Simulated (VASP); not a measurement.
Input of a VASP 6.6.1 run:

Contents of INCAR:

```
SYSTEM = Hf4Pb
  PREC = Accurate
  ENCUT = 520
  EDIFF = 1E-6
  ISMEAR = 0
  SIGMA = 0.1
  LREAL = .False.
  LASPH = .True.
  NELM = 100
  ALGO = Normal
  ISIF = 2
  LWAVE = .False.
  LCHARG = .False.
  GGA = PE
  NBANDS = 35
```

Contents of KPOINTS:

```
Automatic mesh
0
Gamma
  8 8 8
  0 0 0
```

Contents of POSCAR:

```
Hf4Pb
1.0
   -3.2801406074      3.2801406074      3.2801406074
    3.2801406074     -3.2801406074      3.2801406074
    3.2801406074      3.2801406074     -3.2801406074
Hf Pb
4 1
Direct
    0.5000000000      0.5000000000      0.5000000000
    0.0000000000      0.0000000000      0.5000000000
    0.0000000000      0.5000000000      0.0000000000
    0.5000000000      0.0000000000      0.0000000000
    0.0000000000      0.0000000000      0.0000000000
```

Potentials or basis: VASP PAW PBE potentials, release 64 (Hf_pv, Pb_d).

The run is started by

```sh
$ cat potpaw_PBE.64/Hf_pv/POTCAR potpaw_PBE.64/Pb_d/POTCAR > POTCAR
$ mpirun -np 1 vasp_std > vasp.out
```

Estimate the band gap on the k mesh.

zero (band 27 reaches 4.63 eV, above the bottom of band 28 at 3.13 eV).

Predict the pressure.

-0.3 GPa.

Caveat: spin-orbit coupling is left out, which moves the levels of the heavy elements.
